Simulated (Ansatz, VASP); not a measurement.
Two plane-wave programs on Ru

```
Ru
1.0
    -1.33238    1.33238    1.88431
     1.33238   -1.33238    1.88431
     1.33238    1.33238   -1.88431
Ru
1
Direct
  0.00000 0.00000 0.00000
```

Alike in both runs: functional PBEsol; k mesh 28 × 28 × 28; occupations gaussian, width 0.1 eV; no spin polarisation.

Ansatz relaxed the structure, and its values are those at the end. VASP's run is a single point on that final structure, the one shown.

```csv
,VASP,Ansatz
version,VASP 6.6.1,Ansatz 0.2.0
potentials or method,"VASP PAW PBE potentials, release 64 (Ru_pv), cutoff 520 eV","scalar-relativistic, plane waves, PAW"
valence electrons in the cell,14,16
```

```csv
,VASP,Ansatz,Ansatz less VASP
gap on the k mesh at the Fermi level (eV),none,none,-
pressure (GPa),-0.1,0.0,+0.09
```

VASP's potentials were made for PBE, not for PBEsol. A gap of «none» marks a metal or a gap that the smearing closes. The functional is the same, so the differences come from potentials, cutoffs and numerics. VASP's potentials hold 14 valence electrons a cell and Ansatz's 16, so a difference there can come from the potentials and not from the codes.
